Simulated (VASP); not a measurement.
C, 2 atoms in the cell. The structure is cubic, space group Fd-3m (No. 227). The conventional cell has a = 3.590 Å, b = 3.590 Å, c = 3.590 Å, α = 90.00°, β = 90.00°, γ = 90.00°. C (site symmetry -43m) has 4 C at 1.55 Å within 2.1 Å. 

| Property | Result |
| --- | --- |
| Program | VASP 6.6.1 |
| Task | single point |
| Functional | HSE06 |
| Potentials or basis | VASP PAW PBE potentials, release 64 (C) |
| Cutoff | 520 eV |
| k mesh | 8 × 8 × 8 |
| Occupations | fermi-dirac, width 0.05 eV |
| Spin | no spin polarisation |
| Dipole correction | no |
| Grid for exact exchange (PRECFOCK) | Normal |
| Further INCAR settings | ALGO = Normal; EDIFF = 1e-06; NBANDS = 11 |
| Share of exact exchange | 0.25 |
| Screening parameter | 0.2079 1/Å |

Potentials or basis: VASP PAW PBE potentials, release 64 (C).

Launch:

```sh
$ cat potpaw_PBE.64/C/POTCAR > POTCAR
$ cp INCAR.step1 INCAR
$ mpirun -np 1 vasp_std > vasp.out
$ cp INCAR.step2 INCAR
$ mpirun -np 1 vasp_std > vasp.out
```

Hardware: 1 thread of Oxide Virtual Turin-like Processor, with other jobs on the host.

Q: Estimate the wall time of this run.

A: It took 15 min on 1 thread of Oxide Virtual Turin-like Processor (shared host), peak memory 0.19 GiB. Counts: k points 29.
